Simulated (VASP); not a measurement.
# Ti6H in VASP: further runs, part 2 of 2

VASP 6.6.1. Earlier steps stand in the parts before.

## (3) Single point, PBE

The input, INCAR:

```
SYSTEM = Ti6H
ALGO = Normal
DIPOL = 0.5 0.5 0.357
EDIFF = 1E-7
ENCUT = 520
GGA = PE
IDIPOL = 3
ISIF = 2
ISMEAR = 0
LASPH = .True.
LCHARG = .True.
LDIPOL = .True.
LELF = .True.
LREAL = .False.
LVACPOTAV = .True.
LVHAR = .True.
LWAVE = .False.
NBANDS = 46
NELM = 100
PREC = Accurate
SIGMA = 0.1
```

The input, KPOINTS:

```
k-points
0
Gamma
  9 6 1
  0 0 0
```

The input, POSCAR:

```
Ti6H
1.0
    2.9381632085      0.0000000000      0.0000000000
    0.0000000000      4.6504654182      0.0000000000
    0.0000000000      0.0000000000     21.2842242132
Ti H
6 1
Direct
    0.0000000000      0.7500000000      0.1879326190
    0.5000000000      0.2500000000      0.2277825403
    0.5000000000      0.7500000000      0.3074823829
    0.0000000000      0.2500000000      0.3461291980
   -0.3148797947      0.7500000000      0.4233739081
    0.1927802737      0.2500000000      0.4747058412
    0.6666666667      0.2500000000      0.5307881784
```

Potentials or basis: VASP PAW PBE potentials, release 64 (Ti_sv, H).

Command:

```console
$ cat potpaw_PBE.64/Ti_sv/POTCAR potpaw_PBE.64/H/POTCAR > POTCAR
$ mpirun -np 1 vasp_std > vasp.out
```

OUTCAR:

```text
SYSTEM = Ti6H
   EDIFF = 1E-7
   ENCUT = 520
   GGA = PE
   ISIF = 2
   ISMEAR = 0
   LASPH = .True.
   LREAL = .False.
   NELM = 100
   PREC = Accurate

 ion  position               nearest neighbor table
   1  0.000  0.750  0.188-   2 2.88   2 2.88   2 2.88   2 2.88
   2  0.500  0.250  0.228-   1 2.88   1 2.88   1 2.88   1 2.88   3 2.88   3 2.88   4 2.92   4 2.92

   3  0.500  0.750  0.307-   5 2.53   4 2.87   4 2.87   4 2.87   4 2.87   2 2.88   2 2.88
   4  0.000  0.250  0.346-   6 2.79   3 2.87   3 2.87   3 2.87   3 2.87   2 2.92   2 2.92
   5  0.685  0.750  0.423-   3 2.53
   6  0.193  0.250  0.475-   7 1.83   4 2.79
   7  0.667  0.250  0.531-   6 1.83

  LATTYP: Found a simple orthorhombic cell.
 ALAT       =     2.9381632085
 B/A-ratio  =     1.5827798145
 C/A-ratio  =     7.2440578357

  Lattice vectors:

 A1 = (   2.9381632085,   0.0000000000,   0.0000000000)
 A2 = (   0.0000000000,   4.6504654182,   0.0000000000)
 A3 = (   0.0000000000,   0.0000000000,  21.2842242132)

Analysis of symmetry for initial positions (statically):
=====================================================================
 Subroutine PRICEL returns:
 Original cell was already a primitive cell.

 Routine SETGRP: Setting up the symmetry group for a
 simple orthorhombic supercell.

 Subroutine GETGRP returns: Found  2 space group operations
 (whereof  1 operations were pure point group operations)
 out of a pool of  8 trial point group operations.

The static configuration has the point symmetry C_1 .
 The point group associated with its full space group is C_1h.

Analysis of symmetry for dynamics (positions and initial velocities):
=====================================================================
 Subroutine PRICEL returns:
 Original cell was already a primitive cell.

 Routine SETGRP: Setting up the symmetry group for a
 simple orthorhombic supercell.

 Subroutine GETGRP returns: Found  2 space group operations
 (whereof  1 operations were pure point group operations)
 out of a pool of  8 trial point group operations.

The dynamic configuration has the point symmetry C_1 .
 The point group associated with its full space group is C_1h.

 Subroutine INISYM returns: Found  2 space group operations
 (whereof  1 operations are pure point group operations),
 and found     1 'primitive' translations

----------------------------------------------------------------------------------------

                                     Primitive cell

  volume of cell :     290.8239

  direct lattice vectors                    reciprocal lattice vectors
     2.938163208  0.000000000  0.000000000     0.340348690  0.000000000  0.000000000
     0.000000000  4.650465418  0.000000000     0.000000000  0.215032241  0.000000000
     0.000000000  0.000000000 21.284224213     0.000000000  0.000000000  0.046983155

  length of vectors
     2.938163208  4.650465418 21.284224213     0.340348690  0.215032241  0.046983155

  position of ions in fractional coordinates (direct lattice)
     0.000000000  0.750000000  0.187932619
     0.500000000  0.250000000  0.227782540
     0.500000000  0.750000000  0.307482383
     0.000000000  0.250000000  0.346129198
     0.685120205  0.750000000  0.423373908
     0.192780274  0.250000000  0.474705841
[... 60 lines left out ...]
   k-points           NKPTS =     20   k-points in BZ     NKDIM =     20   number of bands    NBANDS=     46
   number of dos      NEDOS =    301   number of ions     NIONS =      7
   total plane-waves  NPLWV = 138240
   dimension x,y,z NGX =    24 NGY =   36 NGZ =  160
   dimension x,y,z NGXF=    48 NGYF=   72 NGZF=  320
   ions per type =               6   1
   NGX,Y,Z   is equivalent  to a cutoff of  13.58, 12.87, 12.50 a.u.
   NGXF,Y,Z  is equivalent  to a cutoff of  27.16, 25.74, 24.99 a.u.
 SYSTEM =  Ti6H
   PREC   = accura    normal or accurate (medium, high low for compatibility)
   ISTART =      0    job   : 0-new  1-cont  2-samecut
   ICHARG =      2    charge: 1-file 2-atom 10-const
   ISPIN  =      1    spin polarized calculation?
   LNONCOLLINEAR =      F non collinear calculations
   LSORBIT =      F    spin-orbit coupling
   LASPH  =      T    aspherical Exc in radial PAW
   ENCUT  =  520.0 eV  38.22 Ry    6.18 a.u.   5.46  8.65 39.57*2*pi/ulx,y,z
   NELM   =    100;   NELMIN=  2; NELMDL= -5     # of ELM steps
   EDIFF  = 0.1E-06   stopping-criterion for ELM
   LREAL  =      F    real-space projection
   EDIFFG = 0.1E-05   stopping-criterion for IOM
   NSW    =      0    number of steps for IOM
   IBRION =     -1    ionic relax: 0-MD 1-quasi-New 2-CG
   NFREE  =      0    steps in history (QN), initial steepest desc. (CG)
   ISIF   =      2    stress and relaxation
   ISYM   =      2    0-nonsym 1-usesym 2-fastsym
   POTIM  = 0.5000    time-step for ionic-motion
   TEBEG  =    0.0;   TEEND  =   0.0 temperature during run
   PSTRESS=    0.0 pullay stress
   NELECT =      73.0000    total number of electrons
   NUPDOWN=      -1.0000    fix difference up-down
   EMIN   =  10.00;   EMAX   =-10.00  energy-range for DOS
   EFERMI =   0.00;   METHOD = LEGACY
   ISMEAR =     0;   SIGMA  =   0.10  broadening in eV -4-tet -1-fermi 0-gaus
   EFERMI_NEDOS =   21; number of points for ismear=-14 and -15
   IALGO  =     38    algorithm
   IMIX   =      4    mixing-type and parameters
     AMIX     =   0.40;   BMIX     =  1.00
     AMIX_MAG =   1.60;   BMIX_MAG =  1.00
  volume/ion in A,a.u.               =      41.55       280.37
  Fermi-wavevector in a.u.,A,eV,Ry     =   1.032696  1.951512 14.510077  1.066461
  Thomas-Fermi vector in A             =   2.166906
   LORBIT       =      0    0 simple, 1 ext, 2 COOP (PROOUT), +10 PAW based schemes
   GGA     = PE    functional components
   LHFCALC =     F    Hartree Fock is set to
   AEXX    =    0.0000 exact exchange contribution
   IVDW    =     0    specifies the selected vdW correction
   LEPSILON=     F    determine dielectric tensor
   LRPA    =     F    only Hartree local field effects (RPA)
 non-spin polarized calculation
 Gauss-broadening in eV      SIGMA  =   0.10
  energy-cutoff  :      520.00
  volume of cell :      290.82
 maximum number of plane-waves:      7881
 NGX is ok and might be reduce to    24
   NGX = 11   NGY = 17   NGZ = 79

 dipolmoment           0.000000      0.000000     -0.010790 electrons x Angstroem

 number of electron      73.0000012 magnetization

 dipolmoment           0.000000      0.000000      0.096982 electrons x Angstroem

 Free energy of the ion-electron system (eV)
  ---------------------------------------------------
  ext. energy  EPLUGINS =         0.00000000
  ---------------------------------------------------
  free energy    TOTEN  =       -47.15274187 eV

  energy without entropy =      -47.08737175  energy(sigma->0) =      -47.12005681

 E-fermi :   0.2369     XC(G=0):  -5.2050

 val. band max:        0.2346516833   @ k =   0.0000   0.5000   0.0000
 cond. band min:       0.2378468739   @ k =   0.2222   0.1667   0.0000
 fundamental gap:      0.0031951905
 Fermi energy:         0.2368969739

 k-point     1 :       0.0000    0.0000    0.0000
  band No.  band energies     occupation
      1     -56.8367      2.00000
      2     -56.5938      2.00000
      3     -56.5102      2.00000
      4     -56.3840      2.00000
      5     -56.3190      2.00000
      6     -56.2360      2.00000
[... 969 lines left out ...]
     45       1.8983      0.00000
     46       2.0785      0.00000

------------------------ aborting loop because EDIFF is reached ----------------------------------------

  FORCE on cell =-STRESS in cart. coord.  units (eV):
  Direction    XX          YY          ZZ          XY          YZ          ZX
  --------------------------------------------------------------------------------------
  -------------------------------------------------------------------------------------
  Total       -4.1925623     -4.5472865     -0.8983326      0.0000000      0.0000000      1.7936579
  in kB      -23.0972323    -25.0514428     -4.9490015      0.0000000      0.0000000      9.8814354
  external PRESSURE =     -17.6992255 kB  Pullay stress =       0.0000000 kB

 VOLUME and BASIS-vectors are now :
 -----------------------------------------------------------------------------
  energy-cutoff  :      520.00
  volume of cell :      290.82
      direct lattice vectors                 reciprocal lattice vectors
     2.938163208  0.000000000  0.000000000     0.340348690  0.000000000  0.000000000
     0.000000000  4.650465418  0.000000000     0.000000000  0.215032241  0.000000000
     0.000000000  0.000000000 21.284224213     0.000000000  0.000000000  0.046983155

 POSITION                                       TOTAL-FORCE (eV/Angst)
 -----------------------------------------------------------------------------------
      0.00000      3.48785      4.00000         0.049150      0.000000      0.372044
      1.46908      1.16262      4.84817        -0.037472      0.000000      0.177196
      1.46908      3.48785      6.54452        -0.225539      0.000000     -1.073550
      0.00000      1.16262      7.36709        -0.207302      0.000000      0.528085
      2.01299      3.48785      9.01119         0.001541      0.000000      0.023663
      0.56642      1.16262     10.10375        -0.022738      0.000000     -0.024205
      1.95878      1.16262     11.29741         0.442359      0.000000     -0.003233
 -----------------------------------------------------------------------------------
    total drift:                               -0.000228      0.000000     -0.000180

  FREE ENERGIE OF THE ION-ELECTRON SYSTEM (eV)
  ---------------------------------------------------
  free  energy   TOTEN  =       -47.1527418720 eV

  energy  without entropy=      -47.0873717481  energy(sigma->0) =      -47.12005681

 vacuum level on the upper side and lower side of the slab         5.317         4.032
```

It took 6.3 min on 1 thread of AMD EPYC 9R45 (Zen 5), shared host; peak memory 0.43 GiB.

Results:

* Free energy: -47.1527 eV
* Largest force: 1.097 eV/Å

Forces in eV/Å, atoms in the order of the input:
```
Ti   0.049  0.000  0.372
Ti  -0.037  0.000  0.177
Ti  -0.226  0.000 -1.074
Ti  -0.207  0.000  0.528
Ti   0.002  0.000  0.024
Ti  -0.023  0.000 -0.024
H    0.442  0.000 -0.003
```
